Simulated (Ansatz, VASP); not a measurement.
One calculation of Ga3O4, two programs

The input INCAR:

```
ALGO = Normal
EDIFF = 1E-7
EDIFFG = -0.08
ENCUT = 600
GGA = PE
IBRION = 2
ISIF = 3
ISMEAR = 0
LASPH = True
LCHARG = False
LREAL = False
LWAVE = False
NELM = 60
NSW = 36
PREC = Accurate
SIGMA = 0.2
```

KPOINTS

```
k-points
0
Gamma
  3 3 3
```

POSCAR

```
Ga3O4
1.0
    0.0000000000      4.3000000000      4.3000000000
    4.3000000000      0.0000000000      4.3000000000
    4.3000000000      4.3000000000      0.0000000000
Ga O
6 8
Direct
    0.7500000000      0.7500000000      0.7500000000
    0.5000000000      0.5000000000      0.5000000000
    0.1250000000      0.6250000000      0.1250000000
    0.1250000000      0.1250000000      0.6250000000
    0.1250000000      0.1250000000      0.1250000000
    0.6250000000      0.1250000000      0.1250000000
    0.8875000000      0.8875000000      0.8875000000
    0.3625000000      0.3625000000      0.3625000000
    0.3625000000      0.9125000000      0.3625000000
    0.9125000000      0.3625000000      0.3625000000
    0.8875000000      0.3375000000      0.8875000000
    0.3375000000      0.8875000000      0.8875000000
    0.8875000000      0.8875000000      0.3375000000
    0.3625000000      0.3625000000      0.9125000000
```

Input for Ansatz:

```yaml
crystal:
  lattice:
    - [0.0, 4.3, 4.3]
    - [4.3, 0.0, 4.3]
    - [4.3, 4.3, 0.0]
  atoms:
    - { symbol: Ga, position: [0.75, 0.75, 0.75] }
    - { symbol: Ga, position: [0.5, 0.5, 0.5] }
    - { symbol: Ga, position: [0.125, 0.625, 0.125] }
    - { symbol: Ga, position: [0.125, 0.125, 0.625] }
    - { symbol: Ga, position: [0.125, 0.125, 0.125] }
    - { symbol: Ga, position: [0.625, 0.125, 0.125] }
    - { symbol: O, position: [0.8875, 0.8875, 0.8875] }
    - { symbol: O, position: [0.3625, 0.3625, 0.3625] }
    - { symbol: O, position: [0.3625, 0.9125, 0.3625] }
    - { symbol: O, position: [0.9125, 0.3625, 0.3625] }
    - { symbol: O, position: [0.8875, 0.3375, 0.8875] }
    - { symbol: O, position: [0.3375, 0.8875, 0.8875] }
    - { symbol: O, position: [0.8875, 0.8875, 0.3375] }
    - { symbol: O, position: [0.3625, 0.3625, 0.9125] }
basis:
  ecutwfc: 420
kpoints:
  mp_grid: { grid: [3, 3, 3] }
hamiltonian:
  xc: pbe
scf:
  occupations: { method: gaussian, width: 0.2 }
  lower_state_search: "off"
output:
  forces: true
  stress: true
  eigenvalues: true
relax:
  adjacent_minimum: "off"
  f_tol: 0.08
  max_steps: 16
  cell: { stress_tol: 0.8 }
```

Alike in both runs: task relaxation of cell and atoms; functional PBE; k mesh 3 × 3 × 3; occupations gaussian, width 0.2 eV; no spin polarisation.

```csv
,VASP,Ansatz
version,VASP 6.6.1,Ansatz 0.2.0
potentials or method,"VASP PAW PBE potentials, release 64 (Ga_d, O), cutoff 600 eV","scalar-relativistic, plane waves, PAW"
valence electrons in the cell,126,126
```

Ansatz gave:

| Property | Result |
| --- | --- |
| gap on the k mesh at the Fermi level, each at its own relaxed structure (eV) | none |
| relaxed volume (Å³/atom) | 11.36 |
| relaxed length of the cell vector where the two differ most in proportion (Å) | 6.081 |

Problem. What did VASP give for the same quantities?

Solution. gap on the k mesh at the Fermi level, each at its own relaxed structure (eV): none; relaxed volume (Å³/atom): 11.50; relaxed length of the cell vector where the two differ most in proportion (Å): 6.107.

A gap of «none» marks a metal or a gap that the smearing closes.

The k mesh is coarse, so the values compare programs but aren't converged.
